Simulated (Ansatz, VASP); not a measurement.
**Be3Te in VASP and in Ansatz**

```
Be Te
1.0
     3.67698    0.00000    0.00000
     0.00000    3.67698    0.00000
     0.00000    0.00000    4.09644
Be Te
3 1
Direct
  0.00000 0.50000 0.50000
  0.50000 0.00000 0.50000
  0.00000 0.00000 0.00000
  0.50000 0.50000 0.00000
```

Alike in both runs: functional PBE; k mesh 5 × 5 × 4; occupations gaussian, width 0.2 eV; no spin polarisation.

Ansatz relaxed the structure, and its values are those at the end. VASP's run is a single point on that final structure, the one shown.

|  | VASP | Ansatz |
| --- | --- | --- |
| version | VASP 6.6.1 | Ansatz 0.2.0 |
| potentials or method | VASP PAW PBE potentials, release 64 (Be, Te), cutoff 600 eV | scalar-relativistic, plane waves, PAW |
| valence electrons in the cell | 12 | 22 |

```csv
,VASP,Ansatz,Ansatz less VASP
gap on the k mesh at the Fermi level (eV),none,none,-
pressure (GPa),0.0,-0.1,-0.10
```

A gap of «none» marks a metal or a gap that the smearing closes. The functional is the same, so the differences come from potentials, cutoffs and numerics. VASP's potentials hold 12 valence electrons a cell and Ansatz's 22, so a difference there can come from the potentials and not from the codes.

The k mesh is coarse, so the values compare programs but aren't converged. Neither program's run includes spin-orbit coupling.
